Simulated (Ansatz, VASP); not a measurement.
**One calculation of FeO, two programs**

The input INCAR:

```
  PREC = Accurate
  ENCUT = 520
  EDIFF = 1E-7
  ISMEAR = -1
  SIGMA = 0.03
  LREAL = False
  LASPH = True
  NELM = 150
  ALGO = Normal
  ISIF = 2
  LWAVE = False
  LCHARG = False
  ISPIN = 2
  MAGMOM = 0 4 0 0
  LORBIT = 11
  LMAXMIX = 4
  GGA = PE
  NBANDS = 26
```

File KPOINTS:

```
regular mesh
0
Gamma
  8 5 7
```

POSCAR

```
FeO
1.0
   -1.5176813800     -0.8762337500     -2.5157933600
    1.5176813800      0.8762337500     -5.0315867100
    1.5176813800     -2.6287012500      0.0000000000
Fe O
2 2
Direct
    0.0000000000      0.0000000000      0.0000000000
    0.0000000000      0.5000000000      0.5000000000
    0.5000000000      0.0000000000      0.5000000000
    0.5000000000      0.5000000000      0.0000000000
```

Input for Ansatz:

```yaml
crystal:
  lattice:
    - [-1.51768138, -0.87623375, -2.51579336]
    - [1.51768138, 0.87623375, -5.03158671]
    - [1.51768138, -2.62870125, 0.0]
  atoms:
    - { symbol: Fe, position: [0.0, 0.0, 0.0] }
    - { symbol: Fe, position: [0.0, 0.5, 0.5], spin: 4.0 }
    - { symbol: O, position: [0.5, 0.0, 0.5] }
    - { symbol: O, position: [0.5, 0.5, 0.0] }
magnetization:
  spin_polarized: true
hamiltonian:
  xc: pbe
  pseudopotentials: { kind: paw }
basis:
  ecutwfc: 420
kpoints:
  mp_grid: { grid: [8, 5, 7] }
scf:
  occupations: { method: fermi_dirac, width: 0.03 }
  lower_state_search: "off"
output:
  forces: true
  stress: true
  write_density: true
  write_potential: true
  elf: true
  volumetric_format: npy
```

Alike in both runs: task single point; functional PBE; k mesh 8 × 5 × 7; occupations fermi-dirac, width 0.03 eV; collinear spin.

```csv
,VASP,Ansatz
version,VASP 6.6.1,Ansatz 0.2.0
potentials or method,"VASP PAW PBE potentials, release 64 (Fe, O), cutoff 520 eV","PAW, plane waves, scalar-relativistic"
valence electrons in the cell,28,44
```

VASP gave:

| Property | Result |
| --- | --- |
| pressure (GPa) | -0.7 |
| traceless stress, the component that is largest in VASP (GPa) | -0.77 |
| net moment per atom (μB) | 2.00 |
| size of the moment on the site where the two differ most (μB) | 3.62 |

Question: Estimate Ansatz's values.

Answer: Pressure (GPa): -0.7; traceless stress, the component that is largest in VASP (GPa): -0.75; net moment per atom (μB): 2.00; size of the moment on the site where the two differ most (μB): 3.45.

Site moments also hang on the region over which each program counts them. VASP's potentials hold 28 valence electrons a cell and Ansatz's 44, so a difference there can come from the potentials and not from the codes.
